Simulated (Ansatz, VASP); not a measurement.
# Two plane-wave programs on C

Contents of INCAR:

```
PREC = Accurate ; ENCUT = 910
EDIFF = 1E-6 ; ISMEAR = 0
SIGMA = 0.05 ; LREAL = F
LASPH = T ; NELM = 120
ALGO = Normal ; ISIF = 2
LWAVE = F ; LCHARG = F
NBANDS = 11 ; GGA_COMPAT = F
```

File KPOINTS:

```
regular mesh
0
Gamma
  12 12 12
```

POSCAR

```
C
1.0
    0.0000000000      1.6685633040      1.8824731196
    1.6685633040      0.0000000000      1.8824731196
    1.6685633040      1.6685633040      0.0000000000
C
2
Direct
    0.5000000000      0.5000000000      0.5000000000
    0.7500000000      0.7500000000      0.7500000000
```

Input for Ansatz:

```yaml
crystal:
  lattice:
    - [0.0, 1.668563304, 1.8824731196]
    - [1.668563304, 0.0, 1.8824731196]
    - [1.668563304, 1.668563304, 0.0]
  atoms:
    - { symbol: C, position: [0.5, 0.5, 0.5] }
    - { symbol: C, position: [0.75, 0.75, 0.75] }
basis:
  ecutwfc: 520.0
kpoints:
  mp_grid: { grid: [12, 12, 12] }
hamiltonian:
  xc: lda
  pseudopotentials: { kind: paw, azcp: { folder: soft_1 } }
scf:
  occupations: { method: gaussian, width: 0.05 }
output:
  forces: true
  stress: true
  eigenvalues: true
```

Alike in both runs: task single point; functional LDA; k mesh 12 × 12 × 12; occupations gaussian, width 0.05 eV; no spin polarisation.

```csv
,VASP,Ansatz
version,VASP 6.6.1,Ansatz 0.2.0
potentials or method,"VASP PAW LDA potentials, release 64 (C_h), cutoff 910 eV","scalar-relativistic, plane waves, PAW"
valence electrons in the cell,8,8
```

VASP gave:

```
gap on the k mesh at the Fermi level (eV) : 2.74
least direct gap on the mesh (eV)         : 4.68
```

Q: What did Ansatz give for the same quantities?

A: gap on the k mesh at the Fermi level (eV): 2.75; least direct gap on the mesh (eV): 4.67.

Ansatz warns that its potentials were made for another functional, while VASP's fit it. LDA's correlation is that of Perdew and Zunger in VASP and of Perdew and Wang (1992) in Ansatz.

Noted on VASP's run: the cutoff is short for stress, so the pressure is rough.
